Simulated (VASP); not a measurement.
# Si31Sn (P1) in VASP: single point with HSE06

Aim: the single point of Si31Sn with HSE06.

Everything below comes from runs of VASP 6.6.1. Logs are shortened: lines on timing, memory, paths and dates and some standing lists are left out, and cuts for length are marked.

### 1 The cell of the first run

The typed cell holds 64 atoms: a = 10.947 Å, b = 10.947 Å, c = 10.947 Å, α = 90.00°, β = 90.00°, γ = 90.00°.

### 2 Single point, HSE06

Input file POSCAR:

```
Si31Sn
1.0
   10.9474690000      0.0000000000      0.0000000000
    0.0000000000     10.9474690000      0.0000000000
    0.0000000000      0.0000000000     10.9474690000
Si Sn
62 2
Direct
    0.0015380000      0.9980320000      0.0001910000
    0.9998590000      0.9998240000      0.5001170000
    0.0000200000      0.4994790000      0.9998540000
    0.5001040000      0.9994570000      0.9998110000
    0.5000450000      0.9980870000      0.4986060000
    0.4914050000      0.5084220000      0.0087530000
    0.5000530000      0.4995830000      0.4997640000
    0.1252530000      0.1232230000      0.1237390000
    0.1246190000      0.1245090000      0.6251220000
    0.1245690000      0.6244020000      0.1250670000
    0.1339230000      0.6333730000      0.6338770000
    0.6253130000      0.1219930000      0.1277300000
    0.6234270000      0.1206420000      0.6225490000
    0.6235600000      0.6271560000      0.1263560000
    0.6251490000      0.6270100000      0.6223010000
    0.2499610000      0.2496200000      0.9996830000
    0.2514350000      0.2467560000      0.4987370000
    0.2487870000      0.7506850000      0.0004320000
    0.2526040000      0.7520040000      0.5004050000
    0.7588690000      0.2405800000      0.0090750000
    0.7472130000      0.2471230000      0.5002330000
    0.7499510000      0.7494880000      0.9996740000
    0.7476520000      0.7533390000      0.4985840000
    0.3738640000      0.3747130000      0.1261420000
    0.3725460000      0.3745870000      0.6222940000
    0.3749580000      0.8746570000      0.1251230000
    0.3763950000      0.8756310000      0.6250480000
    0.8776720000      0.3744510000      0.1274850000
    0.8688060000      0.3660790000      0.6311680000
    0.8749580000      0.8755460000      0.1236590000
    0.8751510000      0.8749260000      0.6249200000
    0.2500550000      0.9994760000      0.2500220000
    0.2486050000      0.9981450000      0.7498610000
    0.2510200000      0.4990320000      0.2486920000
    0.2524850000      0.4996840000      0.7527290000
    0.7500060000      0.9981110000      0.2512240000
    0.7497990000      0.9992910000      0.7502590000
    0.7473130000      0.4996300000      0.2475590000
    0.7560880000      0.5077530000      0.7435340000
    0.3763170000      0.1231500000      0.3749180000
    0.3721800000      0.1219410000      0.8744820000
    0.3747920000      0.6243130000      0.3751290000
    0.3736930000      0.6270850000      0.8766280000
    0.8748490000      0.1243380000      0.3752280000
    0.8775590000      0.1204780000      0.8767220000
    0.8662290000      0.6331810000      0.3662290000
    0.8775180000      0.6267430000      0.8745840000
    0.0013150000      0.2466850000      0.2486290000
    0.9996200000      0.2471530000      0.7528970000
    0.9994990000      0.7519730000      0.2475780000
    0.0014010000      0.7533470000      0.7524980000
    0.5002010000      0.2496210000      0.2501550000
    0.4908860000      0.2406190000      0.7410810000
    0.4996930000      0.7506740000      0.2512660000
    0.5001840000      0.7495670000      0.7501670000
    0.1338620000      0.3651000000      0.3661590000
    0.1248500000      0.3747160000      0.8751650000
    0.1248110000      0.8746880000      0.3752670000
    0.1251920000      0.8755360000      0.8763740000
    0.6248440000      0.3746940000      0.3751370000
    0.6236940000      0.8755520000      0.3748610000
    0.6250750000      0.8743210000      0.8749730000
    0.0017110000      0.4996200000      0.4984880000
    0.6235900000      0.3739470000      0.8763790000
```

Input file INCAR.step1:

```
PREC = Accurate ; ENCUT = 520
EDIFF = 1E-5 ; ISMEAR = -1
SIGMA = 0.05 ; LREAL = Auto
LASPH = T ; NELM = 80
ALGO = Normal ; ISIF = 2
LWAVE = T ; LCHARG = F
NBANDS = 176 ; GGA = PE
LUSENCCL = F
```

Input file INCAR.step2:

```
PREC = Accurate ; ENCUT = 520
EDIFF = 1E-6 ; ISMEAR = -1
SIGMA = 0.05 ; LREAL = Auto
LASPH = T ; NELM = 80
ALGO = Normal ; ISIF = 2
LWAVE = F ; LCHARG = F
GGA = PE ; LHFCALC = T
HFSCREEN = 0.2079 ; PRECFOCK = Fast
NBANDS = 176 ; ISTART = 1
LUSENCCL = F
```

Input file KPOINTS:

```
regular mesh
0
Gamma
  1 1 1
```

Potentials or basis: VASP PAW PBE potentials, release 64 (Si, Sn_d).

Started as:

```console
$ cat potpaw_PBE.64/Si/POTCAR potpaw_PBE.64/Sn_d/POTCAR > POTCAR
$ cp INCAR.step1 INCAR
$ mpirun -np 1 vasp_gam > vasp.out
$ cp INCAR.step2 INCAR
$ mpirun -np 1 vasp_gam > vasp.out
```

OUTCAR:

```text
PREC = Accurate
   ENCUT = 520
   EDIFF = 1E-6
   ISMEAR = -1
   LREAL = Auto
   LASPH = T
   NELM = 80
   ISIF = 2
   GGA = PE
   LHFCALC = T
   HFSCREEN = 0.2079
   PRECFOCK = Fast
   ISTART = 1

 ion  position               nearest neighbor table
   1  0.002  0.998  0.000-  45 2.34  59 2.34   8 2.35  30 2.35
   2  1.000  1.000  0.500-  31 2.37  44 2.37   9 2.37  58 2.37
   3  0.000  0.499  1.000-  57 2.37  10 2.37  28 2.37  47 2.37
   4  0.500  0.999  1.000-  62 2.37  26 2.37  12 2.37  41 2.38
   5  0.500  0.998  0.499-  13 2.34  61 2.34  40 2.35  27 2.35
   6  0.491  0.508  0.009-  14 2.33  43 2.33  24 2.33  64 2.52
[... 56 lines left out ...]
  63  0.002  0.500  0.498-  56 2.52  29 2.52  46 2.54  11 2.54
  64  0.624  0.374  0.876-   6 2.52  39 2.52  53 2.54  20 2.54

  LATTYP: Found a simple cubic cell.
 ALAT       =    10.9474690000

  Lattice vectors:

 A1 = (  10.9474690000,   0.0000000000,   0.0000000000)
 A2 = (   0.0000000000,  10.9474690000,   0.0000000000)
 A3 = (   0.0000000000,   0.0000000000,  10.9474690000)

Analysis of symmetry for initial positions (statically):
=====================================================================
 Subroutine PRICEL returns:
 Original cell was already a primitive cell.

 Routine SETGRP: Setting up the symmetry group for a
 simple cubic supercell.

 Subroutine GETGRP returns: Found  1 space group operations
 (whereof  1 operations were pure point group operations)
 out of a pool of 48 trial point group operations.

The static configuration has the point symmetry C_1 .

Analysis of symmetry for dynamics (positions and initial velocities):
=====================================================================
 Subroutine PRICEL returns:
 Original cell was already a primitive cell.

 Routine SETGRP: Setting up the symmetry group for a
 simple cubic supercell.

 Subroutine GETGRP returns: Found  1 space group operations
 (whereof  1 operations were pure point group operations)
 out of a pool of 48 trial point group operations.

The dynamic configuration has the point symmetry C_1 .

 Subroutine INISYM returns: Found  1 space group operations
 (whereof  1 operations are pure point group operations),
 and found     1 'primitive' translations

----------------------------------------------------------------------------------------

                                     Primitive cell

  volume of cell :    1312.0222

  direct lattice vectors                    reciprocal lattice vectors
    10.947469000  0.000000000  0.000000000     0.091345315  0.000000000  0.000000000
     0.000000000 10.947469000  0.000000000     0.000000000  0.091345315  0.000000000
     0.000000000  0.000000000 10.947469000     0.000000000  0.000000000  0.091345315

  length of vectors
    10.947469000 10.947469000 10.947469000     0.091345315  0.091345315  0.091345315

  position of ions in fractional coordinates (direct lattice)
     0.001538000  0.998032000  0.000191000
     0.999859000  0.999824000  0.500117000
     0.000020000  0.499479000  0.999854000
     0.500104000  0.999457000  0.999811000
     0.500045000  0.998087000  0.498606000
     0.491405000  0.508422000  0.008753000
[... 56 lines left out ...]
     0.001711000  0.499620000  0.498488000
     0.623590000  0.373947000  0.876379000

  ion indices of the primitive-cell ions
   primitive index   ion index
                 1           1
                 2           2
                 3           3
                 4           4
                 5           5
                 6           6
[... 56 lines left out ...]
                63          63
                64          64

----------------------------------------------------------------------------------------

 KPOINTS: regular mesh

Automatic generation of k-mesh.
 Grid dimensions read from file:
 generate k-points for:    1    1    1

 Generating k-lattice:

  Cartesian coordinates                     Fractional coordinates (reciprocal lattice)
     0.091345315  0.000000000  0.000000000     1.000000000  0.000000000  0.000000000
     0.000000000  0.091345315  0.000000000     0.000000000  1.000000000  0.000000000
     0.000000000  0.000000000  0.091345315     0.000000000  0.000000000  1.000000000

  Length of vectors
     0.091345315  0.091345315  0.091345315

  Shift w.r.t. Gamma in fractional coordinates (k-lattice)
     0.000000000  0.000000000  0.000000000

 Subroutine IBZKPT returns following result:
 ===========================================

 Found      1 irreducible k-points:

 Following reciprocal coordinates:
            Coordinates               Weight
  0.000000  0.000000  0.000000      1.000000
   k-points           NKPTS =      1   k-points in BZ     NKDIM =      1   number of bands    NBANDS=    176
   number of dos      NEDOS =    301   number of ions     NIONS =     64
   total plane-waves  NPLWV = 592704
   dimension x,y,z NGX =    84 NGY =   84 NGZ =   84
   dimension x,y,z NGXF=   168 NGYF=  168 NGZF=  168
   ions per type =              62   2
   NGX,Y,Z   is equivalent  to a cutoff of  12.76, 12.76, 12.76 a.u.
   NGXF,Y,Z  is equivalent  to a cutoff of  25.51, 25.51, 25.51 a.u.
 SYSTEM =  unknown system
   PREC   = accura    normal or accurate (medium, high low for compatibility)
   ISTART =      1    job   : 0-new  1-cont  2-samecut
   ICHARG =      0    charge: 1-file 2-atom 10-const
   ISPIN  =      1    spin polarized calculation?
   LNONCOLLINEAR =      F non collinear calculations
   LSORBIT =      F    spin-orbit coupling
   LASPH  =      T    aspherical Exc in radial PAW
   ENCUT  =  520.0 eV  38.22 Ry    6.18 a.u.  20.36 20.36 20.36*2*pi/ulx,y,z
   NELM   =     80;   NELMIN=  2; NELMDL=  0     # of ELM steps
   EDIFF  = 0.1E-05   stopping-criterion for ELM
   LREAL  =      T    real-space projection
   EDIFFG = 0.1E-04   stopping-criterion for IOM
   NSW    =      0    number of steps for IOM
   IBRION =     -1    ionic relax: 0-MD 1-quasi-New 2-CG
   NFREE  =      0    steps in history (QN), initial steepest desc. (CG)
   ISIF   =      2    stress and relaxation
   ISYM   =      3    0-nonsym 1-usesym 2-fastsym
   POTIM  = 0.5000    time-step for ionic-motion
   TEBEG  =    0.0;   TEEND  =   0.0 temperature during run
   PSTRESS=    0.0 pullay stress
   NELECT =     276.0000    total number of electrons
   NUPDOWN=      -1.0000    fix difference up-down
   EMIN   =  10.00;   EMAX   =-10.00  energy-range for DOS
   EFERMI =   0.00;   METHOD = LEGACY
   ISMEAR =    -1;   SIGMA  =   0.05  broadening in eV -4-tet -1-fermi 0-gaus
   EFERMI_NEDOS =   21; number of points for ismear=-14 and -15
   IALGO  =     38    algorithm
   IMIX   =      1    mixing-type and parameters
     AMIX     =   0.40;   BMIX     =  1.00
     AMIX_MAG =   1.60;   BMIX_MAG =  1.00
  volume/ion in A,a.u.               =      20.50       138.34
  Fermi-wavevector in a.u.,A,eV,Ry     =   0.973638  1.839909 12.897925  0.947971
  Thomas-Fermi vector in A             =   2.104033
   LORBIT       =      0    0 simple, 1 ext, 2 COOP (PROOUT), +10 PAW based schemes
   GGA     = PE    functional components
   LHFCALC =     T    Hartree Fock is set to
   PRECFOCK=fast      Normal, Fast or Accurate (Low or Medium for compatibility)
   ENCUT4O =  -1.0   cutoff for four orbital integrals eV
   NKREDX  =     1    reduce k-point grid by
   NKREDY  =     1    reduce k-point grid by
   NKREDZ  =     1    reduce k-point grid by
   AEXX    =    0.2500 exact exchange contribution
   HFSCREEN=    0.2079 screening length (either q_TF or 0.3 A-1)
   HFSCREENC=   0.2079 screening length for correlation (either q_TF or 0.3 A-1)
   ENCUTFOCK=  -1.0 apply spherical cutoff to Coloumb kernel
   IVDW    =     0    specifies the selected vdW correction
   LEPSILON=     F    determine dielectric tensor
   LRPA    =     F    only Hartree local field effects (RPA)
 non-spin polarized calculation
  energy-cutoff  :      520.00
  volume of cell :     1312.02
 maximum number of plane-waves:     17757
 NGX is ok and might be reduce to    84
  NGX = 42; NGY = 42; NGZ = 42

 number of electron     275.9999983 magnetization

 Free energy of the ion-electron system (eV)
  ---------------------------------------------------
  ext. energy  EPLUGINS =         0.00000000
  ---------------------------------------------------
  free energy    TOTEN  =      -391.06119187 eV

  energy without entropy =     -391.06115689  energy(sigma->0) =     -391.06117438

 E-fermi :   6.1141     XC(G=0):  -7.8080

 val. band max:        5.5218791369   @ k =   0.0000   0.0000   0.0000
 cond. band min:       6.7269631090   @ k =   0.0000   0.0000   0.0000
 fundamental gap:      1.2050839721
 Fermi energy:         6.1141228781

 k-point     1 :       0.0000    0.0000    0.0000
  band No.  band energies     occupation
      1     -17.3519      2.00000
      2     -17.3513      2.00000
      3     -17.3495      2.00000
      4     -17.3493      2.00000
      5     -17.3458      2.00000
      6     -17.3454      2.00000
[... 142 lines left out ...]
    149       7.2540      0.00000
    150       7.2693      0.00000
 [bands above 150 left out]

------------------------ aborting loop because EDIFF is reached ----------------------------------------

  FORCE on cell =-STRESS in cart. coord.  units (eV):
  Direction    XX          YY          ZZ          XY          YZ          ZX
  --------------------------------------------------------------------------------------
  -------------------------------------------------------------------------------------
  Total        3.0689332      3.0732296      3.0673115     -0.0153818      0.0018428      0.0357682
  in kB        3.7476312      3.7528778      3.7456508     -0.0187835      0.0022503      0.0436784
  external PRESSURE =       3.7487199 kB  Pullay stress =       0.0000000 kB

 VOLUME and BASIS-vectors are now :
 -----------------------------------------------------------------------------
  energy-cutoff  :      520.00
  volume of cell :     1312.02
      direct lattice vectors                 reciprocal lattice vectors
    10.947469000  0.000000000  0.000000000     0.091345315  0.000000000  0.000000000
     0.000000000 10.947469000  0.000000000     0.000000000  0.091345315  0.000000000
     0.000000000  0.000000000 10.947469000     0.000000000  0.000000000  0.091345315

 POSITION                                       TOTAL-FORCE (eV/Angst)
 -----------------------------------------------------------------------------------
      0.01684     10.92592      0.00209        -0.004124      0.005697     -0.003499
     10.94593     10.94554      5.47502         0.001135     -0.001259      0.002070
      0.00022      5.46803     10.94587        -0.002838      0.002411      0.005974
      5.47487     10.94152     10.94540        -0.005760      0.006053      0.004737
      5.47423     10.92653      5.45847        -0.003833      0.005760      0.004845
      5.37964      5.56593      0.09582         0.014488     -0.004513     -0.017220
[... 56 lines left out ...]
      0.01873      5.46957      5.45718         0.006063      0.012794      0.002164
      6.82673      4.09377      9.59413         0.010987      0.008859     -0.009811
 -----------------------------------------------------------------------------------
    total drift:                                0.011774     -0.000554     -0.006518

  FREE ENERGIE OF THE ION-ELECTRON SYSTEM (eV)
  ---------------------------------------------------
  free  energy   TOTEN  =      -391.0611918736 eV

  energy  without entropy=     -391.0611568922  energy(sigma->0) =     -391.06117438
```

It used 220 s of CPU time on 1 × NVIDIA H100 80GB with 1 thread of AMD EPYC 7R13 Processor (Zen 3), with other jobs on the host.

What came out:

```
Free energy            : -391.0612 eV
Pressure               : 0.4 GPa
Largest force          : 0.036 eV/Å
Band gap on the k mesh : 1.21 eV
```

Forces on the atoms (eV/Å):
```
Si  -0.004  0.006 -0.003
Si   0.001 -0.001  0.002
Si  -0.003  0.002  0.006
Si  -0.006  0.006  0.005
Si  -0.004  0.006  0.005
Si   0.014 -0.005 -0.017
Si  -0.004 -0.001  0.009
Si  -0.001 -0.004  0.005
Si   0.000 -0.011 -0.003
Si   0.000  0.004  0.006
Si  -0.016 -0.014 -0.022
Si   0.019  0.009 -0.006
Si  -0.012  0.011  0.004
Si  -0.018 -0.006 -0.009
Si   0.017 -0.006  0.010
Si   0.002 -0.009  0.002
Si  -0.013  0.006 -0.022
Si   0.000  0.004 -0.005
Si  -0.002 -0.007  0.018
Si  -0.023  0.014 -0.019
Si   0.013 -0.001  0.017
Si  -0.002  0.006  0.003
Si  -0.003 -0.008 -0.016
Si   0.002  0.020 -0.005
Si   0.005 -0.023  0.015
Si  -0.010 -0.008  0.011
Si  -0.010 -0.001 -0.012
Si  -0.014 -0.020 -0.003
Si   0.013  0.020 -0.017
Si   0.010 -0.002  0.006
Si   0.002 -0.005 -0.002
Si   0.008 -0.002 -0.008
Si   0.003  0.007  0.010
Si  -0.001 -0.015  0.006
Si  -0.005  0.018 -0.011
Si  -0.012  0.009 -0.003
Si   0.004 -0.001 -0.004
Si   0.015  0.018  0.005
Si  -0.013 -0.017  0.022
Si  -0.005 -0.003  0.000
Si   0.011  0.007 -0.012
Si  -0.005  0.007  0.002
Si   0.007 -0.004  0.015
Si   0.002 -0.008 -0.001
Si  -0.010  0.016  0.014
Si   0.018 -0.012  0.015
Si  -0.010  0.002 -0.015
Si   0.020  0.009  0.009
Si  -0.012 -0.002 -0.012
Si  -0.011 -0.004 -0.003
Si   0.018 -0.013 -0.004
Si   0.001 -0.010 -0.008
Si   0.019  0.018  0.025
Si  -0.001  0.006 -0.005
Si   0.004  0.005  0.001
Si  -0.018  0.005  0.018
Si   0.003 -0.014 -0.001
Si   0.000 -0.010 -0.003
Si  -0.001  0.000  0.002
Si  -0.001 -0.012 -0.003
Si   0.004 -0.003  0.000
Si  -0.003 -0.002 -0.002
Sn   0.006  0.013  0.002
Sn   0.011  0.009 -0.010
```

Levels at points of the mesh, in eV from the valence-band top:
```csv
k point,band 136,band 137,band 138,band 139,band 140,band 141
"(0.00, 0.00, 0.00)",-0.05,-0.04,0.00,1.21,1.21,1.28
```

Caveat: the k points lie up to 0.57 Å⁻¹ apart; the PAW data sets were made with another functional, which shifts forces and pressure a little; spin-orbit coupling is left out, which moves the levels of the heavy elements. A k mesh can miss the band edges.
